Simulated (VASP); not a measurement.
A run of VASP 6.6.1 is set up as follows.

File POSCAR:

```
Ba
1.0
   -2.4420645103      2.4420645103      2.4420645103
    2.4420645103     -2.4420645103      2.4420645103
    2.4420645103      2.4420645103     -2.4420645103
Ba
1
Direct
    0.0000000000      0.0000000000      0.0000000000
```

INCAR.step1

```
SYSTEM = Ba
  ALGO = Normal
  EDIFF = 1E-4
  ENCUT = 520
  GGA = PE
  ISMEAR = -1
  LASPH = .True.
  LCHARG = .False.
  LREAL = .False.
  LWAVE = .True.
  NBANDS = 11
  NELM = 60
  PREC = Accurate
  SIGMA = 0.1
```

The input INCAR.step2:

```
SYSTEM = Ba
  ALGO = Normal
  EDIFF = 1E-6
  ENCUT = 520
  ISIF = 2
  ISMEAR = -1
  ISTART = 1
  LASPH = .True.
  LCHARG = .True.
  LELF = .True.
  LMIXTAU = .True.
  LREAL = .False.
  LVHAR = .True.
  LWAVE = .False.
  METAGGA = R2SCAN
  NBANDS = 11
  NELM = 60
  PREC = Accurate
  SIGMA = 0.1
```

The input KPOINTS:

```
k-points
0
Gamma
  10 10 10
  0 0 0
```

Potentials or basis: VASP PAW PBE potentials, release 64 (Ba_sv).

Run with:

```bash
$ cat potpaw_PBE.64/Ba_sv/POTCAR > POTCAR
$ cp INCAR.step1 INCAR
$ mpirun -np 1 vasp_std > vasp.out
$ cp INCAR.step2 INCAR
$ mpirun -np 1 vasp_std > vasp.out
```

Question: What does it give for the pressure?

Answer: 1.2 GPa.

Question: What does it give for the band gap on the k mesh?

Answer: Zero (band 5 reaches 2.45 eV, above the bottom of band 6 at 1.24 eV).

Caveat: the PAW data sets were made with another functional, which shifts forces and pressure a little; spin-orbit coupling is left out, which moves the levels of the heavy elements.
